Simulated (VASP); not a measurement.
Wanted: the native input for a VASP 6.6.1 run.

* Task: single point
* Functional: B3LYP
* Potentials or basis: VASP PAW PBE potentials, release 64 (Al)
* Cutoff: 520 eV
* k mesh: 4 × 4 × 5
* Occupations: fermi-dirac, width 0.05 eV
* Spin: no spin polarisation
* Dipole correction: no
* Grid for exact exchange (PRECFOCK): Normal
* Further INCAR settings: ALGO = Normal; EDIFF = 1e-06; NBANDS = 10
* Share of exact exchange: 0.2

The system is Al.

```xyz
2
Lattice="4.5793 0.0000 0.0000 -2.2897 3.9658 0.0000 0.0000 0.0000 2.8419" Properties=species:S:1:pos:R:3 pbc="T T T"
Al    0.0000    2.6439    0.0000
Al    2.2897    1.3219    0.0000
```

This isn't the form of Al at room conditions, which is fcc.

One way to write it, as run:

POSCAR

```
Al
1.0
    4.5793422475      0.0000000000      0.0000000000
   -2.2896711237      3.9658267190      0.0000000000
    0.0000000000      0.0000000000      2.8418806605
Al
2
Direct
    0.3333333333      0.6666666667      0.0000000000
    0.6666666667      0.3333333333      0.0000000000
```

INCAR.step1

```
  PREC = Accurate
  ENCUT = 520
  EDIFF = 1E-5
  ISMEAR = -1
  SIGMA = 0.05
  LREAL = F
  LASPH = T
  NELM = 80
  ALGO = Normal
  ISIF = 2
  LWAVE = T
  LCHARG = F
  GGA = PE
  NBANDS = 10
```

INCAR.step2

```
  PREC = Accurate
  ENCUT = 520
  EDIFF = 1E-6
  ISMEAR = -1
  SIGMA = 0.05
  LREAL = F
  LASPH = T
  NELM = 80
  ALGO = Normal
  ISIF = 2
  LWAVE = F
  LCHARG = F
  GGA = B3
  LHFCALC = T
  AEXX = 0.2
  AGGAX = 0.72
  AGGAC = 0.81
  ALDAC = 0.19
  PRECFOCK = Normal
  ISTART = 1
  NBANDS = 10
```

KPOINTS

```
regular mesh
0
Gamma
  4 4 5
```

Potentials or basis: VASP PAW PBE potentials, release 64 (Al).

Command:

```console
$ cat potpaw_PBE.64/Al/POTCAR > POTCAR
$ cp INCAR.step1 INCAR
$ mpirun -np 1 vasp_std > vasp.out
$ cp INCAR.step2 INCAR
$ mpirun -np 1 vasp_std > vasp.out
```

It gave:

- Pressure: -0.1 GPa
- Band gap on the k mesh: zero (bands 3 and 4 overlap by 2.61 eV)

Caveat: the k points lie up to 0.44 Å⁻¹ apart, too coarse for converged energies and pressures of a metal; the PAW data sets were made with another functional, which shifts forces and pressure a little.

It took 77 s on 1 thread of Intel(R) Xeon(R) Platinum 8559C (Emerald Rapids), on a shared host, peak memory 0.17 GiB.
